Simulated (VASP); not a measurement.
# BP (ha.bA) (F-43m) in VASP: further runs

BP (ha.bA) is run at these levels: PBE; tasks: single point.

All numbers are computed with VASP 6.6.1; they aren't measurements. Logs are shortened: lines on timing, memory, paths and dates and some standing lists are left out, and cuts for length are marked.

## 1. The cell of the first run

Symmetry: F-43m, No. 216, cubic system. The conventional cell has a = 4.548 Å, b = 4.548 Å, c = 4.548 Å, α = 90.00°, β = 90.00°, γ = 90.00°. Within 2.6 Å of B (site symmetry -43m) lie 4 P at 1.97 Å. P (site symmetry -43m) has 4 B at 1.97 Å within 2.6 Å.

## 2. Single point, PBE

The input, INCAR:

```
PREC = Accurate ; ENCUT = 500
EDIFF = 1E-6 ; ISMEAR = 0
SIGMA = 0.02 ; LREAL = False
LASPH = True ; NELM = 120
ALGO = Normal ; ISIF = 2
LWAVE = False ; LCHARG = True
GGA = PE ; LELF = True
LVHAR = True ; NBANDS = 11
GGA_COMPAT = False
```

The input, KPOINTS:

```
Automatic mesh
0
Gamma
  10 10 10
```

The input, POSCAR:

```
BP
1.0
    0.0000000000      2.2740786338      2.2740786338
    2.2740786338      0.0000000000      2.2740786338
    2.2740786338      2.2740786338      0.0000000000
B P
1 1
Direct
    0.0000000000      0.0000000000      0.0000000000
    0.2500000000      0.2500000000      0.2500000000
```

Potentials or basis: VASP PAW PBE potentials, release 64 (B, P).

Launch:

```
$ cat potpaw_PBE.64/B/POTCAR potpaw_PBE.64/P/POTCAR > POTCAR
$ mpirun -np 1 vasp_std > vasp.out
```

OUTCAR:

```text
PREC = Accurate
   ENCUT = 500
   EDIFF = 1E-6
   ISMEAR = 0
   LREAL = False
   LASPH = True
   NELM = 120
   ISIF = 2
   GGA = PE

 ion  position               nearest neighbor table
   1  0.000  0.000  0.000-   2 1.97   2 1.97   2 1.97   2 1.97
   2  0.250  0.250  0.250-   1 1.97   1 1.97   1 1.97   1 1.97

  LATTYP: Found a face centered cubic cell.
 ALAT       =     4.5481572676

  Lattice vectors:

 A1 = (   0.0000000000,   2.2740786338,   2.2740786338)
 A2 = (   2.2740786338,   0.0000000000,   2.2740786338)
 A3 = (   2.2740786338,   2.2740786338,   0.0000000000)

Analysis of symmetry for initial positions (statically):
=====================================================================
 Subroutine PRICEL returns:
 Original cell was already a primitive cell.

 Routine SETGRP: Setting up the symmetry group for a
 face centered cubic supercell.

 Subroutine GETGRP returns: Found 24 space group operations
 (whereof 24 operations were pure point group operations)
 out of a pool of 48 trial point group operations.

The static configuration has the point symmetry T_d .

Analysis of symmetry for dynamics (positions and initial velocities):
=====================================================================
 Subroutine PRICEL returns:
 Original cell was already a primitive cell.

 Routine SETGRP: Setting up the symmetry group for a
 face centered cubic supercell.

 Subroutine GETGRP returns: Found 24 space group operations
 (whereof 24 operations were pure point group operations)
 out of a pool of 48 trial point group operations.

The dynamic configuration has the point symmetry T_d .

 Subroutine INISYM returns: Found 24 space group operations
 (whereof 24 operations are pure point group operations),
 and found     1 'primitive' translations

----------------------------------------------------------------------------------------

                                     Primitive cell

  volume of cell :      23.5205

  direct lattice vectors                    reciprocal lattice vectors
     0.000000000  2.274078634  2.274078634    -0.219869266  0.219869266  0.219869266
     2.274078634  0.000000000  2.274078634     0.219869266 -0.219869266  0.219869266
     2.274078634  2.274078634  0.000000000     0.219869266  0.219869266 -0.219869266

  length of vectors
     3.216032846  3.216032846  3.216032846     0.380824740  0.380824740  0.380824740

  position of ions in fractional coordinates (direct lattice)
     0.000000000  0.000000000  0.000000000
     0.250000000  0.250000000  0.250000000

  ion indices of the primitive-cell ions
   primitive index   ion index
                 1           1
                 2           2

----------------------------------------------------------------------------------------

 KPOINTS: Automatic mesh

Automatic generation of k-mesh.
 Grid dimensions read from file:
 generate k-points for:   10   10   10

 Generating k-lattice:

  Cartesian coordinates                     Fractional coordinates (reciprocal lattice)
    -0.021986927  0.021986927  0.021986927     0.100000000  0.000000000  0.000000000
     0.021986927 -0.021986927  0.021986927     0.000000000  0.100000000  0.000000000
     0.021986927  0.021986927 -0.021986927     0.000000000  0.000000000  0.100000000

  Length of vectors
     0.038082474  0.038082474  0.038082474

  Shift w.r.t. Gamma in fractional coordinates (k-lattice)
     0.000000000  0.000000000  0.000000000

 Subroutine IBZKPT returns following result:
 ===========================================

 Found     47 irreducible k-points:

 Following reciprocal coordinates:
            Coordinates               Weight
  0.000000  0.000000  0.000000      1.000000
  0.100000  0.000000  0.000000      8.000000
  0.200000  0.000000  0.000000      8.000000
  0.300000  0.000000  0.000000      8.000000
  0.400000  0.000000  0.000000      8.000000
  0.500000  0.000000  0.000000      4.000000
[... 16 lines left out ...]
  0.300000  0.300000  0.000000      6.000000
  0.400000  0.300000  0.000000     24.000000
 [... further k-points ...]
   k-points           NKPTS =     47   k-points in BZ     NKDIM =     47   number of bands    NBANDS=     11
   number of dos      NEDOS =    301   number of ions     NIONS =      2
   total plane-waves  NPLWV =  13824
   dimension x,y,z NGX =    24 NGY =   24 NGZ =   24
   dimension x,y,z NGXF=    48 NGYF=   48 NGZF=   48
   ions per type =               1   1
   NGX,Y,Z   is equivalent  to a cutoff of  12.41, 12.41, 12.41 a.u.
   NGXF,Y,Z  is equivalent  to a cutoff of  24.81, 24.81, 24.81 a.u.
 SYSTEM =  unknown system
   PREC   = accura    normal or accurate (medium, high low for compatibility)
   ISTART =      0    job   : 0-new  1-cont  2-samecut
   ICHARG =      2    charge: 1-file 2-atom 10-const
   ISPIN  =      1    spin polarized calculation?
   LNONCOLLINEAR =      F non collinear calculations
   LSORBIT =      F    spin-orbit coupling
   LASPH  =      T    aspherical Exc in radial PAW
   ENCUT  =  500.0 eV  36.75 Ry    6.06 a.u.   5.86  5.86  5.86*2*pi/ulx,y,z
   NELM   =    120;   NELMIN=  2; NELMDL= -5     # of ELM steps
   EDIFF  = 0.1E-05   stopping-criterion for ELM
   LREAL  =      F    real-space projection
   EDIFFG = 0.1E-04   stopping-criterion for IOM
   NSW    =      0    number of steps for IOM
   IBRION =     -1    ionic relax: 0-MD 1-quasi-New 2-CG
   NFREE  =      0    steps in history (QN), initial steepest desc. (CG)
   ISIF   =      2    stress and relaxation
   ISYM   =      2    0-nonsym 1-usesym 2-fastsym
   POTIM  = 0.5000    time-step for ionic-motion
   TEBEG  =    0.0;   TEEND  =   0.0 temperature during run
   PSTRESS=    0.0 pullay stress
   NELECT =       8.0000    total number of electrons
   NUPDOWN=      -1.0000    fix difference up-down
   EMIN   =  10.00;   EMAX   =-10.00  energy-range for DOS
   EFERMI =   0.00;   METHOD = LEGACY
   ISMEAR =     0;   SIGMA  =   0.02  broadening in eV -4-tet -1-fermi 0-gaus
   EFERMI_NEDOS =   21; number of points for ismear=-14 and -15
   IALGO  =     38    algorithm
   IMIX   =      4    mixing-type and parameters
     AMIX     =   0.40;   BMIX     =  1.00
     AMIX_MAG =   1.60;   BMIX_MAG =  1.00
  volume/ion in A,a.u.               =      11.76        79.36
  Fermi-wavevector in a.u.,A,eV,Ry     =   1.142763  2.159508 17.767935  1.305906
  Thomas-Fermi vector in A             =   2.279460
   LORBIT       =      0    0 simple, 1 ext, 2 COOP (PROOUT), +10 PAW based schemes
   GGA     = PE    functional components
   LHFCALC =     F    Hartree Fock is set to
   AEXX    =    0.0000 exact exchange contribution
   IVDW    =     0    specifies the selected vdW correction
   LEPSILON=     F    determine dielectric tensor
   LRPA    =     F    only Hartree local field effects (RPA)
 non-spin polarized calculation
 Gauss-broadening in eV      SIGMA  =   0.02
  energy-cutoff  :      500.00
  volume of cell :       23.52
 maximum number of plane-waves:       610
   NGX = 11   NGY = 11   NGZ = 11

 number of electron       8.0000000 magnetization

 Free energy of the ion-electron system (eV)
  ---------------------------------------------------
  ext. energy  EPLUGINS =         0.00000000
  ---------------------------------------------------
  free energy    TOTEN  =       -12.93057768 eV

  energy without entropy =      -12.93057768  energy(sigma->0) =      -12.93057768

 E-fermi :   7.4774     XC(G=0): -10.8784

 val. band max:        7.3537663403   @ k =   0.0000   0.0000   0.0000
 cond. band min:       8.6021433042   @ k =   0.4000   0.4000   0.0000
 fundamental gap:      1.2483769639
 Fermi energy:         7.4773552157

 k-point     1 :       0.0000    0.0000    0.0000
  band No.  band energies     occupation
      1      -8.0469      2.00000
      2       7.3538      2.00000
      3       7.3538      2.00000
      4       7.3538      2.00000
      5      10.7447      0.00000
      6      10.7447      0.00000
      7      10.7447      0.00000
      8      14.6261      0.00000
      9      18.8215      0.00000
     10      19.4634      0.00000
     11      19.4634      0.00000

 k-point     2 :       0.1000    0.0000    0.0000
  band No.  band energies     occupation
      1      -7.8677      2.00000
      2       6.0566      2.00000
      3       7.0608      2.00000
      4       7.0608      2.00000
      5      11.1505      0.00000
      6      11.1505      0.00000
      7      11.1747      0.00000
      8      15.1542      0.00000
      9      18.7838      0.00000
     10      18.7838      0.00000
     11      19.3866      0.00000

 k-point     3 :       0.2000    0.0000    0.0000
  band No.  band energies     occupation
      1      -7.3372      2.00000
      2       3.7249      2.00000
      3       6.5046      2.00000
      4       6.5046      2.00000
      5      11.3604      0.00000
      6      11.8677      0.00000
      7      11.8677      0.00000
      8      16.3467      0.00000
      9      18.1855      0.00000
     10      18.1855      0.00000
     11      20.2443      0.00000

 k-point     4 :       0.3000    0.0000    0.0000
  band No.  band energies     occupation
      1      -6.4854      2.00000
      2       1.3771      2.00000
      3       6.0176      2.00000
      4       6.0176      2.00000
      5      11.2596      0.00000
      6      12.2002      0.00000
      7      12.2002      0.00000
      8      17.2851      0.00000
      9      18.7549      0.00000
     10      18.7549      0.00000
     11      20.4970      0.00000
[... 239 lines left out ...]
 k-point    22 :      -0.2000    0.2000    0.0000
  band No.  band energies     occupation
      1      -6.1956      2.00000
      2       2.1208      2.00000
      3       3.2081      2.00000
      4       6.1159      2.00000
      5      11.8118      0.00000
      6      12.6527      0.00000
      7      13.7119      0.00000
      8      15.6462      0.00000
      9      16.8510      0.00000
     10      20.9213      0.00000
     11      23.0707      0.00000

 k-point    23 :       0.3000    0.3000    0.0000
  band No.  band energies     occupation
      1      -5.9445      2.00000
      2       2.5281      2.00000
      3       4.1528      2.00000
      4       4.1528      2.00000
      5       8.8832      0.00000
      6      11.2669      0.00000
      7      16.1771      0.00000
      8      16.1771      0.00000
      9      20.3259      0.00000
     10      21.7085      0.00000
     11      23.8091      0.00000

 k-point    24 :       0.4000    0.3000    0.0000
  band No.  band energies     occupation
      1      -5.1250      2.00000
      2       1.2082      2.00000
      3       3.3304      2.00000
      4       3.8596      2.00000
      5       9.1706      0.00000
      6      10.9788      0.00000
      7      16.7840      0.00000
      8      16.7991      0.00000
      9      21.2763      0.00000
     10      22.5778      0.00000
     11      24.3167      0.00000

 [... further k-points ...]
[... 5 lines left out ...]
  --------------------------------------------------------------------------------------
  -------------------------------------------------------------------------------------
  Total       -0.0289650     -0.0289650     -0.0289650      0.0000000     -0.0000000     -0.0000000
  in kB       -1.9730505     -1.9730505     -1.9730505      0.0000000     -0.0000000     -0.0000000
  external PRESSURE =      -1.9730505 kB  Pullay stress =       0.0000000 kB

 VOLUME and BASIS-vectors are now :
 -----------------------------------------------------------------------------
  energy-cutoff  :      500.00
  volume of cell :       23.52
      direct lattice vectors                 reciprocal lattice vectors
     0.000000000  2.274078634  2.274078634    -0.219869266  0.219869266  0.219869266
     2.274078634  0.000000000  2.274078634     0.219869266 -0.219869266  0.219869266
     2.274078634  2.274078634  0.000000000     0.219869266  0.219869266 -0.219869266

 POSITION                                       TOTAL-FORCE (eV/Angst)
 -----------------------------------------------------------------------------------
      0.00000      0.00000      0.00000        -0.000000      0.000000     -0.000000
      1.13704      1.13704      1.13704         0.000000     -0.000000      0.000000
 -----------------------------------------------------------------------------------
    total drift:                                0.000000      0.000000      0.000000

  FREE ENERGIE OF THE ION-ELECTRON SYSTEM (eV)
  ---------------------------------------------------
  free  energy   TOTEN  =       -12.9305776757 eV

  energy  without entropy=      -12.9305776757  energy(sigma->0) =      -12.93057768
```

Run time: 5.6 s. Hardware: 1 thread of Intel Xeon 6975P-C (Granite Rapids), shared host; peak memory 0.13 GiB.

Results:

```yaml
Free_energy: -12.9306 eV
Pressure: -0.2 GPa
Band_gap_on_the_k_mesh: 1.25 eV, indirect (least direct gap 3.39 eV)
```

Levels at points of the mesh, in eV from the valence-band top:
```csv
k point,band 2,band 3,band 4,band 5,band 6,band 7
"(0.00, 0.00, 0.00)",0.00,0.00,0.00,3.39,3.39,3.39
"(0.50, 0.00, 0.00)",-8.99,-1.75,-1.75,3.74,4.71,4.71
"(0.50, 0.50, 0.00)",-8.55,-4.09,-4.09,1.35,1.67,12.06
```

A k mesh can miss the band edges.

(Continued in part 2 of 2.)
